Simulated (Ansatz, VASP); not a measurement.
# Cl in VASP and in Ansatz

```
Cl
1.0
     3.77690    0.00000    0.00000
    -1.88845    3.27089    0.00000
     0.00000    0.00000    7.52791
Cl
4
Direct
  0.00000 0.00000 0.00000
  0.00000 0.00000 0.50000
  0.33333 0.66667 0.75000
  0.66667 0.33333 0.25000
```

Alike in both runs: functional PBE; k mesh 15 × 15 × 6; occupations gaussian, width 0.1 eV; no spin polarisation.

Ansatz relaxed the structure, and its values are those at the end. VASP's run is a single point on that final structure, the one shown.

```csv
,VASP,Ansatz
version,VASP 6.6.1,Ansatz 0.2.0
potentials or method,"VASP PAW PBE potentials, release 64 (Cl), cutoff 520 eV","scalar-relativistic, plane waves, PAW"
valence electrons in the cell,28,28
```

VASP gave:

```
gap on the k mesh at the Fermi level (eV) : none
pressure (GPa)                            : -0.1
```

Problem. Which values does Ansatz return?

Solution. gap on the k mesh at the Fermi level (eV): none; pressure (GPa): 0.0.

A gap of «none» marks a metal or a gap that the smearing closes. The functional is the same, so the differences come from potentials, cutoffs and numerics.
